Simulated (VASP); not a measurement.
# W (I4/mmm) in VASP: further runs

W is run at these levels: PBEsol; tasks: single point.

Everything below comes from runs of VASP 6.6.1. Logs are shortened: lines on timing, memory, paths and dates and some standing lists are left out, and cuts for length are marked.

## (1) The cell of the first run

Symmetry: I4/mmm, No. 139, tetragonal system. Conventional cell: a = 3.165 Å, b = 3.165 Å, c = 3.101 Å, α = 90.00°, β = 90.00°, γ = 90.00°. Within 3.6 Å of W (site symmetry 4/mmm) lie 14 W at 2.72 to 3.16 Å.

## (2) Single point, PBEsol

The input, INCAR:

```
ALGO     = Normal         # electronic algorithm
EDIFF    = 1E-7           # SCF threshold, eV
ENCUT    = 520            # plane-wave cutoff, eV
GGA      = PS             # functional
ISIF     = 2              # what is computed and relaxed
ISMEAR   = -1             # smearing method
LASPH    = True           # aspherical terms in the spheres
LCHARG   = False          # write CHGCAR
LREAL    = False          # projectors in reciprocal space
LWAVE    = False          # write WAVECAR
NBANDS   = 13             # bands
NELM     = 80             # most SCF steps
PREC     = Accurate       # precision mode
SIGMA    = 0.05           # smearing width, eV
```

The input, KPOINTS:

```
k-points
0
Gamma
  10 10 10
```

The input, POSCAR:

```
W
1.0
   -1.5823450000      1.5823450000      1.5506981000
    1.5823450000     -1.5823450000      1.5506981000
    1.5823450000      1.5823450000     -1.5506981000
W
1
Direct
    0.0000000000      0.0000000000      0.0000000000
```

Potentials or basis: VASP PAW PBE potentials, release 64 (W_sv).

Started as:

```sh
$ cat potpaw_PBE.64/W_sv/POTCAR > POTCAR
$ mpirun -np 1 vasp_std > vasp.out
```

OUTCAR:

```text
EDIFF = 1E-7
   ENCUT = 520
   GGA = PS
   ISIF = 2
   ISMEAR = -1
   LASPH = True
   LREAL = False
   NELM = 80
   PREC = Accurate

 ion  position               nearest neighbor table
   1  0.000  0.000  0.000-

  LATTYP: Found a body centered tetragonal cell.
 ALAT       =     3.1646900000
 C/A-ratio  =     0.9800000000

  Lattice vectors:

 A1 = (  -1.5823450000,   1.5823450000,   1.5506981000)
 A2 = (   1.5823450000,  -1.5823450000,   1.5506981000)
 A3 = (   1.5823450000,   1.5823450000,  -1.5506981000)

Analysis of symmetry for initial positions (statically):
=====================================================================
 Subroutine PRICEL returns:
 Original cell was already a primitive cell.

 Routine SETGRP: Setting up the symmetry group for a
 body centered tetragonal supercell.

 Subroutine GETGRP returns: Found 16 space group operations
 (whereof 16 operations were pure point group operations)
 out of a pool of 16 trial point group operations.

The static configuration has the point symmetry D_4h.

Analysis of symmetry for dynamics (positions and initial velocities):
=====================================================================
 Subroutine PRICEL returns:
 Original cell was already a primitive cell.

 Routine SETGRP: Setting up the symmetry group for a
 body centered tetragonal supercell.

 Subroutine GETGRP returns: Found 16 space group operations
 (whereof 16 operations were pure point group operations)
 out of a pool of 16 trial point group operations.

The dynamic configuration has the point symmetry D_4h.

 Subroutine INISYM returns: Found 16 space group operations
 (whereof 16 operations are pure point group operations),
 and found     1 'primitive' translations

----------------------------------------------------------------------------------------

                                     Primitive cell

  volume of cell :      15.5306

  direct lattice vectors                    reciprocal lattice vectors
    -1.582345000  1.582345000  1.550698100     0.000000000  0.315986716  0.322435424
     1.582345000 -1.582345000  1.550698100     0.315986716  0.000000000  0.322435424
     1.582345000  1.582345000 -1.550698100     0.315986716  0.315986716  0.000000000

  length of vectors
     2.722553213  2.722553213  2.722553213     0.451455654  0.451455654  0.446872699

  position of ions in fractional coordinates (direct lattice)
     0.000000000  0.000000000  0.000000000

  ion indices of the primitive-cell ions
[... 75 lines left out ...]
   LREAL  =      F    real-space projection
   EDIFFG = 0.1E-05   stopping-criterion for IOM
   NSW    =      0    number of steps for IOM
   IBRION =     -1    ionic relax: 0-MD 1-quasi-New 2-CG
   NFREE  =      0    steps in history (QN), initial steepest desc. (CG)
   ISIF   =      2    stress and relaxation
   ISYM   =      2    0-nonsym 1-usesym 2-fastsym
   POTIM  = 0.5000    time-step for ionic-motion
   TEBEG  =    0.0;   TEEND  =   0.0 temperature during run
   PSTRESS=    0.0 pullay stress
   NELECT =      14.0000    total number of electrons
   NUPDOWN=      -1.0000    fix difference up-down
   EMIN   =  10.00;   EMAX   =-10.00  energy-range for DOS
   EFERMI =   0.00;   METHOD = LEGACY
   ISMEAR =    -1;   SIGMA  =   0.05  broadening in eV -4-tet -1-fermi 0-gaus
   EFERMI_NEDOS =   21; number of points for ismear=-14 and -15
   IALGO  =     38    algorithm
   IMIX   =      4    mixing-type and parameters
     AMIX     =   0.40;   BMIX     =  1.00
     AMIX_MAG =   1.60;   BMIX_MAG =  1.00
  volume/ion in A,a.u.               =      15.53       104.81
  Fermi-wavevector in a.u.,A,eV,Ry     =   1.581446  2.988499 34.027773  2.500971
  Thomas-Fermi vector in A             =   2.681520
   LORBIT       =      0    0 simple, 1 ext, 2 COOP (PROOUT), +10 PAW based schemes
   GGA     = PS    functional components
   LHFCALC =     F    Hartree Fock is set to
   AEXX    =    0.0000 exact exchange contribution
   IVDW    =     0    specifies the selected vdW correction
   LEPSILON=     F    determine dielectric tensor
   LRPA    =     F    only Hartree local field effects (RPA)
 non-spin polarized calculation
  energy-cutoff  :      520.00
  volume of cell :       15.53
 maximum number of plane-waves:       430
   NGX = 11   NGY = 11   NGZ = 11

 number of electron      14.0000004 magnetization

 Free energy of the ion-electron system (eV)
  ---------------------------------------------------
  ext. energy  EPLUGINS =         0.00000000
  ---------------------------------------------------
  free energy    TOTEN  =       -13.79281349 eV

  energy without entropy =      -13.78851179  energy(sigma->0) =      -13.79066264

 E-fermi :  11.6825     XC(G=0): -13.8799

 val. band max:       11.6756183014   @ k =  -0.3000  -0.3000   0.3000
 cond. band min:      11.6934231524   @ k =  -0.2000   0.2000   0.1000
 fundamental gap:      0.0178048509
 Fermi energy:        11.6825402517

 k-point     1 :       0.0000    0.0000    0.0000
  band No.  band energies     occupation
      1     -62.5658      2.00000
      2     -26.0951      2.00000
      3     -26.0951      2.00000
      4     -26.0817      2.00000
      5       1.8075      2.00000
      6      10.1088      2.00000
      7      10.3887      2.00000
      8      10.3887      2.00000
      9      13.6590      0.00000
     10      14.0335      0.00000
     11      26.0354      0.00000
     12      26.0354      0.00000
     13      26.4339      0.00000
[... 354 lines left out ...]
  band No.  band energies     occupation
      1     -62.4025      2.00000
      2     -27.1746      2.00000
      3     -26.9041      2.00000
      4     -26.2612      2.00000
      5       7.0092      2.00000
      6       8.4619      2.00000
      7       9.2377      2.00000
      8      14.0607      0.00000
      9      14.5997      0.00000
     10      20.3688      0.00000
     11      21.5632      0.00000
     12      24.6695      0.00000
     13      28.8126      0.00000

 [... further k-points ...]
[... 5 lines left out ...]
  --------------------------------------------------------------------------------------
  -------------------------------------------------------------------------------------
  Total        0.2014841      0.2014841      0.9098601      0.0000000      0.0000000     -0.0000000
  in kB       20.7855589     20.7855589     93.8632548      0.0000000      0.0000000     -0.0000000
  external PRESSURE =      45.1447909 kB  Pullay stress =       0.0000000 kB

 VOLUME and BASIS-vectors are now :
 -----------------------------------------------------------------------------
  energy-cutoff  :      520.00
  volume of cell :       15.53
      direct lattice vectors                 reciprocal lattice vectors
    -1.582345000  1.582345000  1.550698100     0.000000000  0.315986716  0.322435424
     1.582345000 -1.582345000  1.550698100     0.315986716  0.000000000  0.322435424
     1.582345000  1.582345000 -1.550698100     0.315986716  0.315986716  0.000000000

 POSITION                                       TOTAL-FORCE (eV/Angst)
 -----------------------------------------------------------------------------------
      0.00000      0.00000      0.00000         0.000000      0.000000      0.000000
 -----------------------------------------------------------------------------------
    total drift:                                0.000000     -0.000000      0.000000

  FREE ENERGIE OF THE ION-ELECTRON SYSTEM (eV)
  ---------------------------------------------------
  free  energy   TOTEN  =       -13.7928134934 eV

  energy  without entropy=      -13.7885117857  energy(sigma->0) =      -13.79066264
```

stdout:

```text
POSCAR found type information on POSCAR W
 POSCAR found :  1 types and       1 ions
 scaLAPACK will be used
 -----------------------------------------------------------------------------
|                                                                             |
|                                                                             |
|     You enforced a specific xc type in the INCAR file but a different       |
|     I HOPE YOU KNOW WHAT YOU ARE DOING!                                     |
|                                                                             |
 -----------------------------------------------------------------------------

 LDA part: xc-table for (Slater+PW92), standard interpolation
 POSCAR, INCAR and KPOINTS ok, starting setup
 FFT: planning ... GRIDC
 FFT: planning ... GRID_SOFT
 FFT: planning ... GRID
 WAVECAR not read
 entering main loop
```

Wall time 32 s (1 thread of AMD EPYC 7R13, shared host); peak memory 0.11 GiB.

What came out:

```yaml
Free_energy: -13.7928 eV
Pressure: 4.5 GPa
Band_gap_on_the_k_mesh: zero (band 7 reaches 16.86 eV, above the bottom of band 8 at 10.39 eV)
```

Levels at points of the mesh, in eV from the Fermi level:
| k point | band 4 | band 5 | band 6 | band 7 | band 8 | band 9 | band 10 | band 11 |
| --- | --- | --- | --- | --- | --- | --- | --- | --- |
| (0.00, 0.00, 0.00) | -37.76 | -9.88 | -1.57 | -1.29 | -1.29 | 1.98 | 2.35 | 14.35 |
| (0.50, 0.00, 0.00) | -37.79 | -6.54 | -3.89 | 0.72 | 2.16 | 3.19 | 6.24 | 11.34 |
| (0.50, 0.50, 0.00) | -37.77 | -6.54 | -3.60 | 0.55 | 1.83 | 2.95 | 6.19 | 11.18 |
| (0.50, 0.50, 0.50) | -38.69 | -6.16 | -6.10 | 5.18 | 5.18 | 5.26 | 8.13 | 8.13 |

Caveat: the PAW data sets were made with another functional, which shifts forces and pressure a little; spin-orbit coupling is left out, which moves the levels of the heavy elements.

(Continued in part 2 of 2.)
